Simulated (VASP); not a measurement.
Write the native input for VASP 6.6.1 that does the following.

```
Task                   : single point
Functional             : PBE
Potentials or basis    : VASP PAW PBE potentials, release 64 (Mg, Cd, S)
Cutoff                 : 520 eV
k mesh                 : 6 × 6 × 6
Occupations            : gaussian, width 0.1 eV
Spin                   : no spin polarisation
Dipole correction      : no
Further INCAR settings : ALGO = Normal; EDIFF = 1e-06; NBANDS = 31
```

The structure of MgCd2S3 lies in POSCAR:

```
MgCd2S3
1.0
   -1.9191232586      1.9191232586      8.1481132860
    1.9191232586     -1.9191232586      8.1481132860
    1.9191232586      1.9191232586     -8.1481132860
Mg Cd S
1 2 3
Direct
    0.0000000000      0.0000000000      0.0000000000
    0.6667372361      0.6667372361      0.0000000000
    0.3332627639      0.3332627639      0.0000000000
    0.8367344985      0.8367344985      0.0000000000
    0.5000000000      0.5000000000      0.0000000000
    0.1632655015      0.1632655015      0.0000000000
```

The input as run:

INCAR

```
ALGO     = Normal         # electronic algorithm
EDIFF    = 1E-6           # SCF threshold, eV
ENCUT    = 520            # plane-wave cutoff, eV
GGA      = PE             # functional
ISIF     = 2              # what is computed and relaxed
ISMEAR   = 0              # smearing method
LASPH    = True           # aspherical terms in the spheres
LCHARG   = True           # write CHGCAR
LELF     = True           # ELF
LREAL    = False          # projectors in reciprocal space
LVHAR    = True         
LWAVE    = False          # write WAVECAR
NBANDS   = 31             # bands
NELM     = 80             # most SCF steps
PREC     = Accurate       # precision mode
SIGMA    = 0.1            # smearing width, eV
```

KPOINTS

```
k-points
0
Gamma
  6 6 6
```

Potentials or basis: VASP PAW PBE potentials, release 64 (Mg, Cd, S).

Run with:

```sh
$ cat potpaw_PBE.64/Mg/POTCAR potpaw_PBE.64/Cd/POTCAR potpaw_PBE.64/S/POTCAR > POTCAR
$ mpirun -np 1 vasp_std > vasp.out
```

Results of the run:

* Pressure: -0.2 GPa
* Largest force: 0.031 eV/Å
* Band gap on the k mesh: 0.65 eV, indirect (least direct gap 1.51 eV)

Wall time 4.1 min on 1 thread of AMD EPYC 9R45 96-Core Processor (Zen 5) (shared host), peak memory 0.59 GiB.
